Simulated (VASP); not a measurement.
# Si2W (I4/mmm) in VASP: single point with PBE

Aim: the single point of Si2W with PBE.

Everything below comes from runs of VASP 6.6.1. Logs are shortened: lines on timing, memory, paths and dates and some standing lists are left out, and cuts for length are marked.

## 1. The cell of the first run

Symmetry: I4/mmm, No. 139, tetragonal system. The conventional cell has a = 3.229 Å, b = 3.229 Å, c = 7.868 Å, α = 90.00°, β = 90.00°, γ = 90.00°. Within 3.4 Å of Si (site symmetry 4mm) lie 9 Si at 2.60 to 3.23 Å and 5 W at 2.63 Å. W (site symmetry 4/mmm) has 10 Si at 2.63 Å and 4 W at 3.23 Å within 3.5 Å.

## 2. Single point, PBE

The input, INCAR:

```
SYSTEM = Si2W
ALGO = Normal
EDIFF = 1E-6
ENCUT = 520
GGA = PE
ISIF = 2
ISMEAR = 1
LASPH = .TRUE.
LCHARG = .FALSE.
LREAL = Auto
LWAVE = .FALSE.
NBANDS = 156
NELM = 60
PREC = Accurate
SIGMA = 0.1
```

The input, KPOINTS:

```
k-points
0
G
  3 3 2
  0 0 0
```

The input, POSCAR:

```
Si2W
1.0
   -3.2292007284      3.2292007284      7.8679106455
    3.2292007284     -3.2292007284      7.8679106455
    4.8438010926      4.8438010926    -11.8018659683
Si W
24 12
Direct
    0.1672603561      0.1672603561      0.0000000000
    0.3327396439      0.3327396439      0.0000000000
    0.1672603561      0.1672603561      0.3333333333
    0.3327396439      0.3327396439      0.3333333333
    0.1672603561      0.1672603561      0.6666666667
    0.3327396439      0.3327396439      0.6666666667
    0.1672603561      0.6672603561      0.0000000000
    0.3327396439      0.8327396439      0.0000000000
    0.1672603561      0.6672603561      0.3333333333
    0.3327396439      0.8327396439      0.3333333333
    0.1672603561      0.6672603561      0.6666666667
    0.3327396439      0.8327396439      0.6666666667
    0.6672603561      0.1672603561      0.0000000000
    0.8327396439      0.3327396439      0.0000000000
    0.6672603561      0.1672603561      0.3333333333
    0.8327396439      0.3327396439      0.3333333333
    0.6672603561      0.1672603561      0.6666666667
    0.8327396439      0.3327396439      0.6666666667
    0.6672603561      0.6672603561      0.0000000000
    0.8327396439      0.8327396439      0.0000000000
    0.6672603561      0.6672603561      0.3333333333
    0.8327396439      0.8327396439      0.3333333333
    0.6672603561      0.6672603561      0.6666666667
    0.8327396439      0.8327396439      0.6666666667
    0.0000000000      0.0000000000      0.0000000000
    0.0000000000      0.0000000000      0.3333333333
    0.0000000000      0.0000000000      0.6666666667
    0.0000000000      0.5000000000      0.0000000000
    0.0000000000      0.5000000000      0.3333333333
    0.0000000000      0.5000000000      0.6666666667
    0.5000000000      0.0000000000      0.0000000000
    0.5000000000      0.0000000000      0.3333333333
    0.5000000000      0.0000000000      0.6666666667
    0.5000000000      0.5000000000      0.0000000000
    0.5000000000      0.5000000000      0.3333333333
    0.5000000000      0.5000000000      0.6666666667
```

Potentials or basis: VASP PAW PBE potentials, release 64 (Si, W_sv).

Command:

```
$ cat potpaw_PBE.64/Si/POTCAR potpaw_PBE.64/W_sv/POTCAR > POTCAR
$ mpirun -np 1 vasp_std > vasp.out
```

OUTCAR:

```text
SYSTEM = Si2W
   EDIFF = 1E-6
   ENCUT = 520
   GGA = PE
   ISIF = 2
   ISMEAR = 1
   LASPH = .TRUE.
   LREAL = Auto
   NELM = 60
   PREC = Accurate

 ion  position               nearest neighbor table
   1  0.167  0.167  0.000-   2 2.60  27 2.63  35 2.63  31 2.63  28 2.63  25 2.63   4 2.64  24 2.64
                             8 2.64  14 2.64
   2  0.333  0.333  0.000-   1 2.60  35 2.63  27 2.63  31 2.63  28 2.63  34 2.63   5 2.64  21 2.64
                             7 2.64  13 2.64
   3  0.167  0.167  0.333-   4 2.60  25 2.63  36 2.63  32 2.63  29 2.63  26 2.63  20 2.64  10 2.64
                            16 2.64   6 2.64
   4  0.333  0.333  0.333-   3 2.60  25 2.63  29 2.63  32 2.63  36 2.63  35 2.63   1 2.64  23 2.64
                             9 2.64  15 2.64
   5  0.167  0.167  0.667-   6 2.60  34 2.63  33 2.63  30 2.63  26 2.63  27 2.63   2 2.64  22 2.64
                            12 2.64  18 2.64
   6  0.333  0.333  0.667-   5 2.60  34 2.63  26 2.63  33 2.63  30 2.63  36 2.63  19 2.64  11 2.64
                            17 2.64   3 2.64
   7  0.167  0.667  0.000-   8 2.60  30 2.63  32 2.63  25 2.63  34 2.63  28 2.63  10 2.64  18 2.64
                            20 2.64   2 2.64
   8  0.333  0.833  0.000-   7 2.60  32 2.63  30 2.63  25 2.63  34 2.63  31 2.63  11 2.64  15 2.64
                            19 2.64   1 2.64
   9  0.167  0.667  0.333-  10 2.60  28 2.63  33 2.63  26 2.63  35 2.63  29 2.63  14 2.64  22 2.64
[... 41 lines left out ...]
  30  0.000  0.500  0.667-   7 2.63   8 2.63  15 2.63   6 2.63   5 2.63  23 2.63  24 2.63  16 2.63
                            11 2.63  18 2.63  25 3.23  34 3.23  26 3.23  35 3.23
  31  0.500  0.000  0.000-  12 2.63  15 2.63  11 2.63  16 2.63   1 2.63   2 2.63  19 2.63  20 2.63
                             8 2.63  13 2.63  26 3.23  35 3.23  36 3.23  27 3.23
  32  0.500  0.000  0.333-   8 2.63   7 2.63  18 2.63   4 2.63   3 2.63  21 2.63  22 2.63  17 2.63
                            10 2.63  15 2.63  34 3.23  25 3.23  27 3.23  36 3.23
  33  0.500  0.000  0.667-  13 2.63  14 2.63   9 2.63   6 2.63   5 2.63  23 2.63  24 2.63  10 2.63
                            12 2.63  17 2.63  25 3.23  34 3.23  35 3.23  26 3.23
  34  0.500  0.500  0.000-   6 2.63  21 2.63   5 2.63  22 2.63  13 2.63  14 2.63   7 2.63   8 2.63
                             2 2.63  19 2.63  29 3.23  32 3.23  33 3.23  30 3.23
  35  0.500  0.500  0.333-   2 2.63   1 2.63  24 2.63  10 2.63  15 2.63  16 2.63   9 2.63  23 2.63
                             4 2.63  21 2.63  31 3.23  28 3.23  30 3.23  33 3.23
  36  0.500  0.500  0.667-  19 2.63  20 2.63   3 2.63  17 2.63  18 2.63  11 2.63  12 2.63   4 2.63
                             6 2.63  23 2.63  28 3.23  31 3.23  32 3.23  29 3.23

  Warning from LATTYP: Got some problem with cell dimensions!
  Tried to take original basis but could not verify dimensions!
  LATTYP: Found a base centered monoclinic cell.
 ALAT       =    15.7358212910
 B/A-ratio  =     0.5804310282
 C/A-ratio  =     0.5020023410
 COS(beta)  =    -0.4980056457

  Lattice vectors:

 A1 = (   3.2292007284,  -3.2292007284,  -7.8679106455)
 A2 = (  -3.2292007284,   3.2292007284,  -7.8679106455)
 A3 = (   4.8438010926,   4.8438010926,   3.9339553227)

Analysis of symmetry for initial positions (statically):
=====================================================================
 Subroutine PRICEL returns following result:

  LATTYP: Found a body centered tetragonal cell.
 ALAT       =     3.2292007282
 C/A-ratio  =     2.4364885641

  Lattice vectors:

 A1 = (  -1.6146003642,   1.6146003642,   3.9339553228)
 A2 = (   1.6146003642,  -1.6146003642,   3.9339553228)
 A3 = (   1.6146003640,   1.6146003640,  -3.9339553224)

  12 primitive cells build up your supercell.

 Routine SETGRP: Setting up the symmetry group for a
 base centered monoclinic supercell.

 Subroutine GETGRP returns: Found  4 space group operations
 (whereof  4 operations were pure point group operations)
 out of a pool of  4 trial point group operations.

The static configuration has the point symmetry C_2h.

Analysis of symmetry for dynamics (positions and initial velocities):
=====================================================================
 Subroutine PRICEL returns following result:

  LATTYP: Found a body centered tetragonal cell.
 ALAT       =     3.2292007282
 C/A-ratio  =     2.4364885641

  Lattice vectors:

 A1 = (  -1.6146003642,   1.6146003642,   3.9339553228)
[... 74 lines left out ...]
|     classes:                                                                |
|                                                                             |
|        The reciprocal lattice is base-centered monoclinic,                  |
|        whereas your k-lattice is body-centered tetragonal.                  |
|                                                                             |
|     Results are often still useful ...                                      |
|                                                                             |
 -----------------------------------------------------------------------------

 Subroutine IBZKPT returns following result:
 ===========================================

 Found      8 irreducible k-points:

 Following reciprocal coordinates:
            Coordinates               Weight
  0.000000  0.000000  0.000000      1.000000
  0.333333 -0.000000  0.000000      4.000000
  0.333333  0.333333  0.000000      2.000000
 -0.333333  0.333333  0.000000      2.000000
  0.000000  0.000000  0.500000      1.000000
  0.333333 -0.000000  0.500000      4.000000
  0.333333  0.333333  0.500000      2.000000
 -0.333333  0.333333  0.500000      2.000000
   k-points           NKPTS =      8   k-points in BZ     NKDIM =      8   number of bands    NBANDS=    156
   number of dos      NEDOS =    301   number of ions     NIONS =     36
   total plane-waves  NPLWV = 529200
   dimension x,y,z NGX =    70 NGY =   70 NGZ =  108
   dimension x,y,z NGXF=   140 NGYF=  140 NGZF=  216
   ions per type =              24  12
   NGX,Y,Z   is equivalent  to a cutoff of  12.79, 12.79, 13.16 a.u.
   NGXF,Y,Z  is equivalent  to a cutoff of  25.58, 25.58, 26.32 a.u.
 SYSTEM =  Si2W
   PREC   = accura    normal or accurate (medium, high low for compatibility)
   ISTART =      0    job   : 0-new  1-cont  2-samecut
   ICHARG =      2    charge: 1-file 2-atom 10-const
   ISPIN  =      1    spin polarized calculation?
   LNONCOLLINEAR =      F non collinear calculations
   LSORBIT =      F    spin-orbit coupling
   LASPH  =      T    aspherical Exc in radial PAW
   ENCUT  =  520.0 eV  38.22 Ry    6.18 a.u.  16.91 16.91 25.37*2*pi/ulx,y,z
   NELM   =     60;   NELMIN=  2; NELMDL= -5     # of ELM steps
   EDIFF  = 0.1E-05   stopping-criterion for ELM
   LREAL  =      T    real-space projection
   EDIFFG = 0.1E-04   stopping-criterion for IOM
   NSW    =      0    number of steps for IOM
   IBRION =     -1    ionic relax: 0-MD 1-quasi-New 2-CG
   NFREE  =      0    steps in history (QN), initial steepest desc. (CG)
   ISIF   =      2    stress and relaxation
   ISYM   =      2    0-nonsym 1-usesym 2-fastsym
   POTIM  = 0.5000    time-step for ionic-motion
   TEBEG  =    0.0;   TEEND  =   0.0 temperature during run
   PSTRESS=    0.0 pullay stress
   NELECT =     264.0000    total number of electrons
   NUPDOWN=      -1.0000    fix difference up-down
   EMIN   =  10.00;   EMAX   =-10.00  energy-range for DOS
   EFERMI =   0.00;   METHOD = LEGACY
   ISMEAR =     1;   SIGMA  =   0.10  broadening in eV -4-tet -1-fermi 0-gaus
   EFERMI_NEDOS =   21; number of points for ismear=-14 and -15
   IALGO  =     38    algorithm
   IMIX   =      4    mixing-type and parameters
     AMIX     =   0.40;   BMIX     =  1.00
     AMIX_MAG =   1.60;   BMIX_MAG =  1.00
  volume/ion in A,a.u.               =      13.67        92.28
  Fermi-wavevector in a.u.,A,eV,Ry     =   1.330074  2.513476 24.070033  1.769098
  Thomas-Fermi vector in A             =   2.459189
   LORBIT       =      0    0 simple, 1 ext, 2 COOP (PROOUT), +10 PAW based schemes
   GGA     = PE    functional components
   LHFCALC =     F    Hartree Fock is set to
   AEXX    =    0.0000 exact exchange contribution
   IVDW    =     0    specifies the selected vdW correction
   LEPSILON=     F    determine dielectric tensor
   LRPA    =     F    only Hartree local field effects (RPA)
 non-spin polarized calculation
 Methfessel and Paxton  Order N= 1 SIGMA  =   0.10
  energy-cutoff  :      520.00
  volume of cell :      492.27
 maximum number of plane-waves:     13271
 NGX is ok and might be reduce to    70
   NGX = 33   NGY = 33   NGZ = 51

 number of electron     264.0000006 magnetization

 Free energy of the ion-electron system (eV)
  ---------------------------------------------------
  ext. energy  EPLUGINS =         0.00000000
  ---------------------------------------------------
  free energy    TOTEN  =      -297.85178864 eV

  energy without entropy =     -297.85460630  energy(sigma->0) =     -297.85272786

 E-fermi :  11.6494     XC(G=0): -12.4601

 val. band max:       11.5728588329   @ k =  -0.3333   0.3333   0.0000
 cond. band min:      11.9310631349   @ k =   0.3333  -0.0000   0.5000
 fundamental gap:      0.3582043020
 Fermi energy:        11.6493681682

 k-point     1 :       0.0000    0.0000    0.0000
  band No.  band energies     occupation
      1     -62.1263      2.00000
      2     -62.1227      2.00000
      3     -62.1227      2.00000
      4     -62.1193      2.00000
      5     -62.1193      2.00000
      6     -62.1193      2.00000
[... 1165 lines left out ...]
    143      13.4802     -0.00000
    144      13.4802     -0.00000
 [bands above 144 left out]

------------------------ aborting loop because EDIFF is reached ----------------------------------------

  FORCE on cell =-STRESS in cart. coord.  units (eV):
  Direction    XX          YY          ZZ          XY          YZ          ZX
  --------------------------------------------------------------------------------------
  -------------------------------------------------------------------------------------
  Total       -0.0056614     -0.0056614     -0.6272449     -0.0141771     -0.0007560     -0.0007559
  in kB       -0.0184262     -0.0184262     -2.0414885     -0.0461421     -0.0024605     -0.0024603
  external PRESSURE =      -0.6927803 kB  Pullay stress =       0.0000000 kB

 VOLUME and BASIS-vectors are now :
 -----------------------------------------------------------------------------
  energy-cutoff  :      520.00
  volume of cell :      492.27
      direct lattice vectors                 reciprocal lattice vectors
    -3.229200728  3.229200728  7.867910646     0.000000000  0.154837076  0.063549273
     3.229200728 -3.229200728  7.867910646     0.154837076  0.000000000  0.063549273
     4.843801093  4.843801093-11.801865968     0.103224718  0.103224718  0.000000000

 POSITION                                       TOTAL-FORCE (eV/Angst)
 -----------------------------------------------------------------------------------
      0.00000      0.00000      2.63198         0.000573      0.000573     -0.009850
      0.00000      0.00000      5.23593        -0.000573     -0.000573      0.009850
      1.61460      1.61460     -1.30198         0.000573      0.000573     -0.009850
      1.61460      1.61460      1.30198        -0.000573     -0.000573      0.009850
      3.22920      3.22920     -5.23593         0.000573      0.000573     -0.009850
      3.22920      3.22920     -2.63198        -0.000573     -0.000573      0.009850
[... 28 lines left out ...]
      1.61460      1.61460      3.93396         0.000000     -0.000000      0.000000
      3.22920      3.22920     -0.00000         0.000000     -0.000000      0.000000
 -----------------------------------------------------------------------------------
    total drift:                               -0.000000      0.000000     -0.000000

  FREE ENERGIE OF THE ION-ELECTRON SYSTEM (eV)
  ---------------------------------------------------
  free  energy   TOTEN  =      -297.8517886405 eV

  energy  without entropy=     -297.8546063020  energy(sigma->0) =     -297.85272786
```

Run time: 1.7 h. Hardware: 1 thread of Oxide Virtual Turin-like, shared host; peak memory 1.2 GiB.

Results:

| Quantity | Value |
| --- | --- |
| Free energy | -297.8518 eV |
| Pressure | -0.1 GPa |
| Largest force | 0.010 eV/Å |
| Band gap on the k mesh | zero (bands 132 and 133 overlap by 1.01 eV) |

Forces on the atoms (eV/Å):
```
Si   0.001  0.001 -0.010
Si  -0.001 -0.001  0.010
Si   0.001  0.001 -0.010
Si  -0.001 -0.001  0.010
Si   0.001  0.001 -0.010
Si  -0.001 -0.001  0.010
Si   0.001  0.001 -0.010
Si  -0.001 -0.001  0.010
Si   0.001  0.001 -0.010
Si  -0.001 -0.001  0.010
Si   0.001  0.001 -0.010
Si  -0.001 -0.001  0.010
Si   0.001  0.001 -0.010
Si  -0.001 -0.001  0.010
Si   0.001  0.001 -0.010
Si  -0.001 -0.001  0.010
Si   0.001  0.001 -0.010
Si  -0.001 -0.001  0.010
Si   0.001  0.001 -0.010
Si  -0.001 -0.001  0.010
Si   0.001  0.001 -0.010
Si  -0.001 -0.001  0.010
Si   0.001  0.001 -0.010
Si  -0.001 -0.001  0.010
W    0.000  0.000  0.000
W    0.000  0.000  0.000
W    0.000  0.000  0.000
W    0.000  0.000  0.000
W    0.000  0.000  0.000
W    0.000  0.000  0.000
W    0.000  0.000  0.000
W    0.000  0.000  0.000
W    0.000  0.000  0.000
W    0.000  0.000  0.000
W    0.000  0.000  0.000
W    0.000  0.000  0.000
```

Levels at points of the mesh, in eV from the Fermi level:
```tsv
k point	band 129	band 130	band 131	band 132	band 133	band 134	band 135	band 136
(0.00, 0.00, 0.00)	-0.54	-0.31	-0.31	-0.09	-0.09	0.71	1.57	1.57
(0.00, 0.00, 0.50)	-0.74	-0.38	-0.38	-0.31	-0.31	0.89	1.25	1.25
```

Caveat: spin-orbit coupling is left out, which moves the levels of the heavy elements.

The gap in the log of VASP goes by the Fermi energy; the results here count the filled bands.